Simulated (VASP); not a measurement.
# FeO (Fm-3m) in VASP: a series of runs, part 2 of 2

VASP 6.6.1.

**5. Single point, PBE, collinear spin, ferromagnetic start**

This run uses another cell than the first one, of 10.01 Å³/atom, 1.064 times its volume.

INCAR reads:

```
  PREC = Accurate
  ENCUT = 520
  EDIFF = 1E-6
  ISMEAR = -1
  SIGMA = 0.05
  LREAL = F
  LASPH = T
  NELM = 150
  ALGO = Normal
  ISIF = 2
  LWAVE = F
  LCHARG = F
  ISPIN = 2
  MAGMOM = 4 0
  LORBIT = 11
  LMAXMIX = 4
  GGA = PE
  NBANDS = 18
```

KPOINTS reads:

```
regular mesh
0
Gamma
  11 11 11
```

POSCAR reads:

```
FeO
1.0
    0.0000000000      2.1554001600      2.1554001600
    2.1554001600      0.0000000000      2.1554001600
    2.1554001600      2.1554001600      0.0000000000
Fe O
1 1
Direct
    0.0000000000      0.0000000000      0.0000000000
    0.5000000000      0.5000000000      0.5000000000
```

Potentials or basis: VASP PAW PBE potentials, release 64 (Fe, O).

Command:

```sh
$ cat potpaw_PBE.64/Fe/POTCAR potpaw_PBE.64/O/POTCAR > POTCAR
$ mpirun -np 1 vasp_std > vasp.out
```

OUTCAR:

```text
PREC = Accurate
   ENCUT = 520
   EDIFF = 1E-6
   ISMEAR = -1
   LREAL = F
   LASPH = T
   NELM = 150
   ISIF = 2
   ISPIN = 2
   LORBIT = 11
   GGA = PE

 ion  position               nearest neighbor table
   1  0.000  0.000  0.000-   2 2.16   2 2.16   2 2.16   2 2.16   2 2.16   2 2.16
   2  0.500  0.500  0.500-   1 2.16   1 2.16   1 2.16   1 2.16   1 2.16   1 2.16

  LATTYP: Found a face centered cubic cell.
 ALAT       =     4.3108003200

  Lattice vectors:

 A1 = (   0.0000000000,   2.1554001600,   2.1554001600)
 A2 = (   2.1554001600,   0.0000000000,   2.1554001600)
 A3 = (   2.1554001600,   2.1554001600,   0.0000000000)

Analysis of symmetry for initial positions (statically):
=====================================================================
 Subroutine PRICEL returns:
 Original cell was already a primitive cell.

 Routine SETGRP: Setting up the symmetry group for a
 face centered cubic supercell.

 Subroutine GETGRP returns: Found 48 space group operations
 (whereof 48 operations were pure point group operations)
 out of a pool of 48 trial point group operations.

The static configuration has the point symmetry O_h .

Analysis of symmetry for dynamics (positions and initial velocities):
=====================================================================
 Subroutine PRICEL returns:
 Original cell was already a primitive cell.

 Routine SETGRP: Setting up the symmetry group for a
 face centered cubic supercell.

 Subroutine GETGRP returns: Found 48 space group operations
 (whereof 48 operations were pure point group operations)
 out of a pool of 48 trial point group operations.

The dynamic configuration has the point symmetry O_h .

Analysis of structural, dynamic, and magnetic symmetry:
=====================================================================
 Subroutine PRICEL returns:
 Original cell was already a primitive cell.

 Routine SETGRP: Setting up the symmetry group for a
 face centered cubic supercell.

 Subroutine GETGRP returns: Found 48 space group operations
 (whereof 48 operations were pure point group operations)
 out of a pool of 48 trial point group operations.

The overall configuration has the point symmetry O_h .

 Subroutine INISYM returns: Found 48 space group operations
 (whereof 48 operations are pure point group operations),
 and found     1 'primitive' translations

----------------------------------------------------------------------------------------

                                     Primitive cell

  volume of cell :      20.0269

  direct lattice vectors                    reciprocal lattice vectors
     0.000000000  2.155400160  2.155400160    -0.231975486  0.231975486  0.231975486
     2.155400160  0.000000000  2.155400160     0.231975486 -0.231975486  0.231975486
     2.155400160  2.155400160  0.000000000     0.231975486  0.231975486 -0.231975486

  length of vectors
     3.048196139  3.048196139  3.048196139     0.401793328  0.401793328  0.401793328

  position of ions in fractional coordinates (direct lattice)
     0.000000000  0.000000000  0.000000000
     0.500000000  0.500000000  0.500000000

  ion indices of the primitive-cell ions
   primitive index   ion index
                 1           1
                 2           2

[... 65 lines left out ...]
   ISPIN  =      2    spin polarized calculation?
   LNONCOLLINEAR =      F non collinear calculations
   LSORBIT =      F    spin-orbit coupling
   LASPH  =      T    aspherical Exc in radial PAW
   ENCUT  =  520.0 eV  38.22 Ry    6.18 a.u.   5.67  5.67  5.67*2*pi/ulx,y,z
   NELM   =    150;   NELMIN=  2; NELMDL= -5     # of ELM steps
   EDIFF  = 0.1E-05   stopping-criterion for ELM
   LREAL  =      F    real-space projection
   EDIFFG = 0.1E-04   stopping-criterion for IOM
   NSW    =      0    number of steps for IOM
   IBRION =     -1    ionic relax: 0-MD 1-quasi-New 2-CG
   NFREE  =      0    steps in history (QN), initial steepest desc. (CG)
   ISIF   =      2    stress and relaxation
   ISYM   =      2    0-nonsym 1-usesym 2-fastsym
   POTIM  = 0.5000    time-step for ionic-motion
   TEBEG  =    0.0;   TEEND  =   0.0 temperature during run
   PSTRESS=    0.0 pullay stress
   NELECT =      14.0000    total number of electrons
   NUPDOWN=      -1.0000    fix difference up-down
   EMIN   =  10.00;   EMAX   =-10.00  energy-range for DOS
   EFERMI =   0.00;   METHOD = LEGACY
   ISMEAR =    -1;   SIGMA  =   0.05  broadening in eV -4-tet -1-fermi 0-gaus
   EFERMI_NEDOS =   21; number of points for ismear=-14 and -15
   IALGO  =     38    algorithm
   IMIX   =      4    mixing-type and parameters
     AMIX     =   0.40;   BMIX     =  1.00
     AMIX_MAG =   1.60;   BMIX_MAG =  1.00
  volume/ion in A,a.u.               =      10.01        67.57
  Fermi-wavevector in a.u.,A,eV,Ry     =   1.452935  2.745650 28.722183  2.111021
  Thomas-Fermi vector in A             =   2.570260
   LORBIT       =     11    0 simple, 1 ext, 2 COOP (PROOUT), +10 PAW based schemes
   GGA     = PE    functional components
   LHFCALC =     F    Hartree Fock is set to
   AEXX    =    0.0000 exact exchange contribution
   IVDW    =     0    specifies the selected vdW correction
   LEPSILON=     F    determine dielectric tensor
   LRPA    =     F    only Hartree local field effects (RPA)
 spin polarized calculation
  energy-cutoff  :      520.00
  volume of cell :       20.03
 maximum number of plane-waves:       556
   NGX = 11   NGY = 11   NGZ = 11

 number of electron      13.9999999 magnetization       3.9993236

 Free energy of the ion-electron system (eV)
  ---------------------------------------------------
  ext. energy  EPLUGINS =         0.00000000
  ---------------------------------------------------
  free energy    TOTEN  =       -14.93593269 eV

  energy without entropy =      -14.92403812  energy(sigma->0) =      -14.92998540

 E-fermi :   6.2001     XC(G=0): -12.1637

 val. band max:        6.1960185396   @ k =  -0.2727   0.3636   0.0909
 cond. band min:       6.2015414891   @ k =  -0.3636   0.2727   0.0909
 fundamental gap:      0.0055229495
 Fermi energy:         6.2000579493

 spin component 1

 k-point     1 :       0.0000    0.0000    0.0000
  band No.  band energies     occupation
      1     -14.5200      1.00000
      2       2.3303      1.00000
      3       2.3303      1.00000
      4       2.3303      1.00000
      5       2.4054      1.00000
      6       2.4054      1.00000
[... 493 lines left out ...]
     17      32.7142      0.00000
     18      34.4736      0.00000

 [... further k-points ...]

 spin component 2

 k-point     1 :       0.0000    0.0000    0.0000
  band No.  band energies     occupation
      1     -13.9878      1.00000
      2       2.9630      1.00000
      3       2.9630      1.00000
      4       2.9630      1.00000
      5       5.4680      1.00000
      6       5.4682      1.00000
[... 493 lines left out ...]
     17      33.4972      0.00000
     18      35.2283      0.00000

 [... further k-points ...]

------------------------ aborting loop because EDIFF is reached ----------------------------------------

  FORCE on cell =-STRESS in cart. coord.  units (eV):
  Direction    XX          YY          ZZ          XY          YZ          ZX
  --------------------------------------------------------------------------------------
  -------------------------------------------------------------------------------------
  Total       -0.0218624     -0.0218624     -0.0218624      0.0000000      0.0000000      0.0000000
  in kB       -1.7490226     -1.7490226     -1.7490226      0.0000000      0.0000000      0.0000000
  external PRESSURE =      -1.7490226 kB  Pullay stress =       0.0000000 kB

 VOLUME and BASIS-vectors are now :
 -----------------------------------------------------------------------------
  energy-cutoff  :      520.00
  volume of cell :       20.03
      direct lattice vectors                 reciprocal lattice vectors
     0.000000000  2.155400160  2.155400160    -0.231975486  0.231975486  0.231975486
     2.155400160  0.000000000  2.155400160     0.231975486 -0.231975486  0.231975486
     2.155400160  2.155400160  0.000000000     0.231975486  0.231975486 -0.231975486

 POSITION                                       TOTAL-FORCE (eV/Angst)
 -----------------------------------------------------------------------------------
      0.00000      0.00000      0.00000         0.000000      0.000000     -0.000000
      2.15540      2.15540      2.15540        -0.000000     -0.000000      0.000000
 -----------------------------------------------------------------------------------
    total drift:                                0.000000     -0.000000      0.000000

  FREE ENERGIE OF THE ION-ELECTRON SYSTEM (eV)
  ---------------------------------------------------
  free  energy   TOTEN  =       -14.9359326893 eV

  energy  without entropy=      -14.9240381181  energy(sigma->0) =      -14.92998540

 total charge

# of ion       s       p       d       tot
------------------------------------------
    1        0.287   0.358   6.086   6.731
    2        1.556   3.438   0.000   4.994
--------------------------------------------------
tot          1.844   3.796   6.086  11.725

 magnetization (x)

# of ion       s       p       d       tot
------------------------------------------
    1        0.027   0.021   3.570   3.618
    2        0.030   0.272   0.000   0.302
--------------------------------------------------
tot          0.057   0.293   3.570   3.920
```

stdout:

```text
POSCAR found type information on POSCAR FeO
 POSCAR found :  2 types and       2 ions
 scaLAPACK will be used
 LDA part: xc-table for (Slater+PW92), standard interpolation
 POSCAR, INCAR and KPOINTS ok, starting setup
 FFT: planning ... GRIDC
 FFT: planning ... GRID_SOFT
 FFT: planning ... GRID
 WAVECAR not read
 entering main loop
```

Wall time 2.3 min (1 thread of AMD EPYC 7R13, shared host); peak memory 0.14 GiB.

Results:

| Property | Result |
| --- | --- |
| Free energy | -14.9359 eV |
| Pressure | -0.2 GPa |
| Band gap on the k mesh | zero (filled and empty bands overlap) |
| Net moment | 4.00 μB per cell |
| Site moments | Fe +3.62; O +0.30 μB |
| Valence electrons inside the program's atomic spheres | Fe 6.73; O 4.99 |

Caveat: a cell with one magnetic atom can't hold antiferromagnetic order, which such compounds often take; semilocal functionals often make such compounds metallic where correlation or magnetic order opens a gap, which also shifts bond lengths. With open d or f shells a metallic result of PBE can be an artefact of self-interaction; +U or a hybrid may open a gap.

**6. The runs side by side**

```tsv
cell	gap on the mesh (eV)	pressure (GPa)	moment (μB)
a = 2.986 Å, angles 60.0°, 2 atoms	none	13.2	4.00
a = 3.007 Å, angles 60.0°, 2 atoms	none	8.2	4.00
a = 3.028 Å, angles 60.0°, 2 atoms	none	3.8	4.00
a = 3.048 Å, angles 60.0°, 2 atoms	none	-0.2	4.00
```

Alike in all rows: task single point; level PBE; potentials or basis VASP PAW PBE potentials, release 64 (Fe, O); spin collinear, ferromagnetic start; k mesh 11 × 11 × 11; cutoff (eV) 520; smearing fermi-dirac 0.05 eV.

Caveats: a cell with one magnetic atom can't hold antiferromagnetic order, which such compounds often take; semilocal functionals often make such compounds metallic where correlation or magnetic order opens a gap, which also shifts bond lengths.

Total energies depend on the potentials used, so only differences within one code and one set of settings carry meaning.
